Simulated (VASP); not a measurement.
Set up this calculation in VASP 6.6.1, as the native input.

```yaml
Task: single point
Functional: PBEsol
Potentials_or_basis: VASP PAW PBE potentials, release 64 (Cu_sv_GW, O)
Cutoff: 820 eV
k_mesh: 9 × 9 × 5
Occupations: fermi-dirac, width 0.05 eV
Spin: no spin polarisation
Dipole_correction: no
Further_INCAR_settings: ALGO = Normal; EDIFF = 1e-06; NBANDS = 33
```

The structure of CuO lies in POSCAR:

```
CuO
1.0
    1.9503245957     -2.1095876644      0.0000000000
    1.9503245957      2.1095876644      0.0000000000
    0.0000000000      0.0000000000      5.0506754463
Cu O
2 2
Direct
    0.5000000000      0.0000000000      0.0000000000
    0.0000000000      0.5000000000      0.5000000000
    0.5000000000      0.5000000000      0.2500000000
    0.5000000000      0.5000000000      0.7500000000
```

One way to write it, as run:

INCAR

```
PREC = Accurate ; ENCUT = 820
EDIFF = 1E-6 ; ISMEAR = -1
SIGMA = 0.05 ; LREAL = False
LASPH = True ; NELM = 120
ALGO = Normal ; ISIF = 2
LWAVE = False ; LCHARG = False
GGA = PS ; NBANDS = 33
GGA_COMPAT = False
```

KPOINTS

```
Automatic mesh
0
Gamma
  9 9 5
```

Potentials or basis: VASP PAW PBE potentials, release 64 (Cu_sv_GW, O).

Run with:

```console
$ cat potpaw_PBE.64/Cu_sv_GW/POTCAR potpaw_PBE.64/O/POTCAR > POTCAR
$ mpirun -np 1 vasp_std > vasp.out
```

It gave:

| Item | Value |
| --- | --- |
| Pressure | 3.6 GPa |
| Band gap on the k mesh | zero (bands 25 and 26 overlap by 0.92 eV) |

Caveat: the cell stands under pressure; the PAW data sets were made with another functional, which shifts forces and pressure a little; semilocal functionals often make such compounds metallic where correlation or magnetic order opens a gap, which also shifts bond lengths.

Wall time 2.3 min on 1 thread of Intel(R) Xeon(R) Platinum 8488C (Sapphire Rapids), on a shared host, peak memory 0.33 GiB.
